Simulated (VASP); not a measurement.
# NaI (I4/mmm) in VASP: further runs, part 3 of 3

VASP 6.6.1.

## 5. Single point, r2SCAN (strain +0.030 along x and y, +0.000 along z)

File POSCAR:

```
NaI
1.0
    0.0000000000      3.3334920000      3.2364000000
    3.3334920000      0.0000000000      3.2364000000
    3.3334920000      3.3334920000      0.0000000000
Na I
1 1
Direct
    0.0000000000      0.0000000000      0.0000000000
    0.5000000000      0.5000000000      0.5000000000
```

File INCAR.step1:

```
SYSTEM = NaI
PREC = Accurate ; ENCUT = 520
ISMEAR = 0 ; SIGMA = 0.05
LREAL = .FALSE. ; LASPH = .TRUE.
NELM = 60 ; NBANDS = 14
GGA = PE ; ALGO = Normal
EDIFF = 1E-4 ; LWAVE = .TRUE.
LCHARG = .FALSE.
```

File INCAR.step2:

```
SYSTEM = NaI
PREC = Accurate ; ENCUT = 520
EDIFF = 1E-7 ; ISMEAR = 0
SIGMA = 0.05 ; LREAL = .FALSE.
LASPH = .TRUE. ; NELM = 60
ALGO = Normal ; ISIF = 2
LWAVE = .FALSE. ; LCHARG = .FALSE.
METAGGA = R2SCAN ; LMIXTAU = .TRUE.
NBANDS = 14 ; ISTART = 1
```

File KPOINTS:

```
regular mesh
0
G
  6 6 6
  0 0 0
```

Potentials or basis: VASP PAW PBE potentials, release 64 (Na_pv, I).

The run is started by

```
$ cat potpaw_PBE.64/Na_pv/POTCAR potpaw_PBE.64/I/POTCAR > POTCAR
$ cp INCAR.step1 INCAR
$ mpirun -np 1 vasp_std > vasp.out
$ cp INCAR.step2 INCAR
$ mpirun -np 1 vasp_std > vasp.out
```

OUTCAR:

```text
SYSTEM = NaI
   PREC = Accurate
   ENCUT = 520
   EDIFF = 1E-7
   ISMEAR = 0
   LREAL = .FALSE.
   LASPH = .TRUE.
   NELM = 60
   ISIF = 2
   METAGGA = R2SCAN
   ISTART = 1

 ion  position               nearest neighbor table
   1  0.000  0.000  0.000-
   2  0.500  0.500  0.500-

  LATTYP: Found a body centered tetragonal cell.
 ALAT       =     4.7142695965
 C/A-ratio  =     1.3730228761

  Lattice vectors:

 A1 = (   0.0000000000,  -3.3334920000,  -3.2364000000)
 A2 = (   0.0000000000,   3.3334920000,  -3.2364000000)
 A3 = (   3.3334920000,   0.0000000000,   3.2364000000)

Analysis of symmetry for initial positions (statically):
=====================================================================
 Subroutine PRICEL returns:
 Original cell was already a primitive cell.

 Routine SETGRP: Setting up the symmetry group for a
 body centered tetragonal supercell.

 Subroutine GETGRP returns: Found 16 space group operations
 (whereof 16 operations were pure point group operations)
 out of a pool of 16 trial point group operations.

The static configuration has the point symmetry D_4h.

Analysis of symmetry for dynamics (positions and initial velocities):
=====================================================================
 Subroutine PRICEL returns:
 Original cell was already a primitive cell.

 Routine SETGRP: Setting up the symmetry group for a
 body centered tetragonal supercell.

 Subroutine GETGRP returns: Found 16 space group operations
 (whereof 16 operations were pure point group operations)
 out of a pool of 16 trial point group operations.

The dynamic configuration has the point symmetry D_4h.

 Subroutine INISYM returns: Found 16 space group operations
 (whereof 16 operations are pure point group operations),
 and found     1 'primitive' translations

----------------------------------------------------------------------------------------

[... 121 lines left out ...]
   LEPSILON=     F    determine dielectric tensor
   LRPA    =     F    only Hartree local field effects (RPA)
 non-spin polarized calculation
 Gauss-broadening in eV      SIGMA  =   0.05
  energy-cutoff  :      520.00
  volume of cell :       71.93
 maximum number of plane-waves:      1956
 NGX is ok and might be reduce to    36
   NGX = 17   NGY = 17   NGZ = 17

 number of electron      14.0000001 magnetization

 Free energy of the ion-electron system (eV)
  ---------------------------------------------------
  ext. energy  EPLUGINS =         0.00000000
  ---------------------------------------------------
  free energy    TOTEN  =       -31.06662507 eV

  energy without entropy =      -31.06662507  energy(sigma->0) =      -31.06662507

 E-fermi :   0.4046     XC(G=0):  -7.8171

 val. band max:        0.0964510191   @ k =   0.0000   0.0000   0.0000
 cond. band min:       4.3512968927   @ k =   0.0000   0.0000   0.0000
 fundamental gap:      4.2548458737
 Fermi energy:         0.4046188606

 k-point     1 :       0.0000    0.0000    0.0000
  band No.  band energies     occupation
      1     -23.2370      2.00000
      2     -23.2369      2.00000
      3     -23.2331      2.00000
      4     -11.1153      2.00000
      5       0.0569      2.00000
      6       0.0965      2.00000
      7       0.0965      2.00000
      8       4.3513      0.00000
      9       8.4965      0.00000
     10       8.4965      0.00000
     11       8.6806      0.00000
     12      10.1612      0.00000
     13      10.4631      0.00000
     14      11.1300      0.00000
[... 377 lines left out ...]
      1     -23.2394      2.00000
      2     -23.2380      2.00000
      3     -23.2344      2.00000
      4     -10.7897      2.00000
      5      -1.5312      2.00000
      6      -0.7914      2.00000
      7      -0.4764      2.00000
      8       5.7915      0.00000
      9       6.8251      0.00000
     10       9.0945      0.00000
     11      10.1877      0.00000
     12      11.4847      0.00000
     13      12.9943      0.00000
     14      13.8293      0.00000

 [... further k-points ...]

------------------------ aborting loop because EDIFF is reached ----------------------------------------

  FORCE on cell =-STRESS in cart. coord.  units (eV):
  Direction    XX          YY          ZZ          XY          YZ          ZX
  --------------------------------------------------------------------------------------
  -------------------------------------------------------------------------------------
  Total       -0.5302250     -0.5302250     -0.2429803      0.0000000     -0.0000000      0.0000000
  in kB      -11.8108128    -11.8108128     -5.4124087      0.0000000     -0.0000000      0.0000000
  external PRESSURE =      -9.6780114 kB  Pullay stress =       0.0000000 kB

 VOLUME and BASIS-vectors are now :
 -----------------------------------------------------------------------------
  energy-cutoff  :      520.00
  volume of cell :       71.93
      direct lattice vectors                 reciprocal lattice vectors
     0.000000000  3.333492000  3.236400000    -0.149992860  0.149992860  0.154492646
     3.333492000  0.000000000  3.236400000     0.149992860 -0.149992860  0.154492646
     3.333492000  3.333492000  0.000000000     0.149992860  0.149992860 -0.154492646

 POSITION                                       TOTAL-FORCE (eV/Angst)
 -----------------------------------------------------------------------------------
      0.00000      0.00000      0.00000         0.000000      0.000000      0.000000
      3.33349      3.33349      3.23640         0.000000     -0.000000      0.000000
 -----------------------------------------------------------------------------------
    total drift:                                0.000000      0.000000      0.000000

  FREE ENERGIE OF THE ION-ELECTRON SYSTEM (eV)
  ---------------------------------------------------
  free  energy   TOTEN  =       -31.0666250748 eV

  energy  without entropy=      -31.0666250748  energy(sigma->0) =      -31.06662507
```

OUTCAR.step1:

```text
SYSTEM = NaI
   PREC = Accurate
   ENCUT = 520
   ISMEAR = 0
   LREAL = .FALSE.
   LASPH = .TRUE.
[... 631 lines left out ...]
      0.00000      0.00000      0.00000        -0.000000      0.000000      0.000000
      3.33349      3.33349      3.23640         0.000000     -0.000000     -0.000000
 -----------------------------------------------------------------------------------
    total drift:                                0.000000      0.000000      0.000000

  FREE ENERGIE OF THE ION-ELECTRON SYSTEM (eV)
  ---------------------------------------------------
  free  energy   TOTEN  =        -5.3818164212 eV

  energy  without entropy=       -5.3818164212  energy(sigma->0) =       -5.38181642
```

OSZICAR.step1:

```text
N       E                     dE             d eps       ncg     rms          rms(c)
DAV:   1     0.841455307328E+02    0.84146E+02   -0.65237E+03   840   0.872E+02
DAV:   2     0.138183373451E+01   -0.82764E+02   -0.76913E+02   894   0.213E+02
DAV:   3    -0.530272871144E+01   -0.66846E+01   -0.66492E+01  1134   0.604E+01
DAV:   4    -0.545514698726E+01   -0.15242E+00   -0.15239E+00  1048   0.972E+00
DAV:   5    -0.545915944109E+01   -0.40125E-02   -0.40124E-02  1162   0.153E+00    0.158E+00
DAV:   6    -0.538954336394E+01    0.69616E-01   -0.81530E-02  1008   0.160E+00    0.106E+00
DAV:   7    -0.537946636926E+01    0.10077E-01   -0.71527E-02  1068   0.134E+00    0.619E-01
DAV:   8    -0.538186174992E+01   -0.23954E-02   -0.60976E-03   984   0.602E-01    0.181E-01
DAV:   9    -0.538181642120E+01    0.45329E-04   -0.21000E-04  1074   0.122E-01
   1 F= -.53818164E+01 E0= -.53818164E+01  d E =-.170233E-18
```

Run time: 83 s. Hardware: 1 thread of AMD EPYC 9R45 (Zen 5), shared host; peak memory 0.19 GiB.

What came out:

```
Free energy            : -31.0666 eV
Pressure               : -1.0 GPa
Band gap on the k mesh : 4.25 eV
```

Levels at points of the mesh, in eV from the valence-band top:
| k point | band 5 | band 6 | band 7 | band 8 | band 9 | band 10 |
| --- | --- | --- | --- | --- | --- | --- |
| (0.00, 0.00, 0.00) | -0.04 | 0.00 | 0.00 | 4.25 | 8.40 | 8.40 |
| (0.50, 0.00, 0.00) | -1.99 | -0.30 | -0.25 | 5.65 | 7.89 | 8.12 |
| (0.50, 0.50, 0.00) | -1.76 | -0.74 | -0.74 | 5.15 | 6.05 | 10.46 |
| (0.50, 0.00, 0.50) | -1.76 | -0.73 | -0.62 | 5.19 | 6.13 | 10.24 |

Caveat: the cell differs from its parent crystal (strain +0.030 along x and y, +0.000 along z); the PAW data sets were made with another functional, which shifts forces and pressure a little; spin-orbit coupling is left out, which moves the levels of the heavy elements.

## 6. The runs side by side

```csv
cell,gap on the mesh (eV),pressure (GPa)
"a = 4.577, b = 4.577, c = 4.646 Å, angles 59.5, 59.5, 61.0°, 2 atoms",4.38,-0.4
"a = 4.579, b = 4.579, c = 4.714 Å, angles 59.0, 59.0, 62.0°, 2 atoms",4.33,-0.5
"a = 4.612, b = 4.612, c = 4.714 Å, angles 59.3, 59.3, 61.5°, 2 atoms",4.29,-0.7
"a = 4.646, b = 4.646, c = 4.714 Å, angles 59.5, 59.5, 61.0°, 2 atoms",4.25,-1.0
```

Alike in all rows: task single point; level r2SCAN; potentials or basis VASP PAW PBE potentials, release 64 (Na_pv, I); no spin polarisation; k mesh 6 × 6 × 6; cutoff (eV) 520; smearing gaussian 0.05 eV.

Caveats: the PAW data sets were made with another functional, which shifts forces and pressure a little; spin-orbit coupling is left out, which moves the levels of the heavy elements.

Absolute energies hang on the potentials; compare differences alone.
